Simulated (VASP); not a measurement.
Ge: relaxation of cell and atoms with PBEsol

The system is Ge.

```xyz
2
Lattice="2.9100 0.0000 0.0000 -1.4550 2.5201 0.0000 0.0000 0.0000 4.7520" Properties=species:S:1:pos:R:3 pbc="T T T"
Ge    0.0000    1.6801    1.1880
Ge    1.4550    0.8400    3.5640
```

- Program: VASP 6.6.1
- Task: relaxation of cell and atoms
- Functional: PBEsol
- Potentials or basis: VASP PAW PBE potentials, release 64 (Ge_d)
- Cutoff: 500 eV
- k mesh: 7 × 7 × 4
- Occupations: fermi-dirac, width 0.02 eV
- Spin: no spin polarisation
- Dipole correction: no
- Further INCAR settings: ALGO = Normal; EDIFF = 1e-07; IBRION = 2; EDIFFG = -0.01; NSW = 80; ISIF = 3

The relaxed volume is 18.61 Å³/atom. The relaxed cell is a = 3.017 Å, b = 3.017 Å, c = 4.720 Å, α = 90.00°, β = 90.00°, γ = 120.00°, the space group after relaxing (to 0.05 Å) is P6_3/mmc (No. 194) and the energy gained by relaxing is 34.9 meV/atom. The ionic steps are 8 and the pressure after relaxing is 0.0 GPa. The band gap on the k mesh is zero (band 14 reaches 13.40 eV, above the bottom of band 15 at 5.17 eV).

The path:
```
step  energy change (eV)  largest force (eV/Å)  pressure (GPa)  volume (Å³)
   1              0.0000                0.0000            5.91        34.85
   2             -0.0629                0.0000           -1.71        38.18
   3             -0.0652                0.0000           -0.77        37.69
   4             -0.0653                0.0000           -0.64        37.62
   5             -0.0697                0.0000           -0.41        37.44
   6             -0.0697                0.0000           -0.35        37.43
   7             -0.0697                0.0000           -0.34        37.43
   8             -0.0699                0.0000            0.02        37.22
```

Final structure:
```
Ge
1.0
     3.01747    0.00000    0.00000
    -1.50874    2.61321    0.00000
     0.00000    0.00000    4.72024
Ge
2
Direct
  0.33333 0.66667 0.25000
  0.66667 0.33333 0.75000
```

Levels at points of the mesh, in eV from the Fermi level:
```csv
k point,band 12,band 13,band 14,band 15,band 16,band 17
"(0.00, 0.00, 0.00)",-7.25,-5.33,6.41,6.41,8.51,8.51
"(0.00, 0.00, 0.50)",-11.48,2.08,2.08,7.56,7.56,7.56
```

It took 57 s on 1 thread of Intel Xeon 6975P-C, on a shared host, peak memory 0.16 GiB.

Caveat: the PAW data sets were made with another functional, which shifts forces and pressure a little.
